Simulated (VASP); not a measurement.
**Se: single point with PBE**

Se:

```
Se
1.0
     4.52660    0.00000    0.00000
    -2.26330    3.92015    0.00000
     0.00000    0.00000    5.04319
Se
3
Cartesian
  0.9892 0.0000 1.6811
  -0.4946 0.8567 3.3621
  1.7687 3.0635 0.0000
```

- Program: VASP 6.6.1
- Task: single point
- Functional: PBE
- Potentials or basis: VASP PAW PBE potentials, release 64 (Se)
- Cutoff: 500 eV
- k mesh: 6 × 6 × 5
- Occupations: fermi-dirac, width 0.02 eV
- Spin: no spin polarisation
- Dipole correction: no
- Further INCAR settings: ALGO = Normal; EDIFF = 1e-06; NBANDS = 16

The pressure is 0.1 GPa. The largest force is 0.028 eV/Å. The band gap on the k mesh is 1.43 eV (least direct gap 1.45 eV).

Forces on the atoms (eV/Å):
```
Se   0.028  0.000  0.000
Se  -0.014  0.024  0.000
Se  -0.014 -0.024  0.000
```

Levels at points of the mesh, in eV from the valence-band top:
```
           k point  band 7  band 8  band 9  band 10  band 11  band 12
(0.00, 0.00, 0.00)   -1.74   -1.74   -0.20     2.05     2.05     2.41
(0.50, 0.00, 0.00)   -2.48   -1.59   -0.75     2.12     2.54     3.95
```

Run time: 51 s on 1 thread of Intel Xeon 8259CL (shared host), peak memory 0.22 GiB.

Caveat: an odd mesh through Γ misses points on the zone boundary, where band edges can lie.
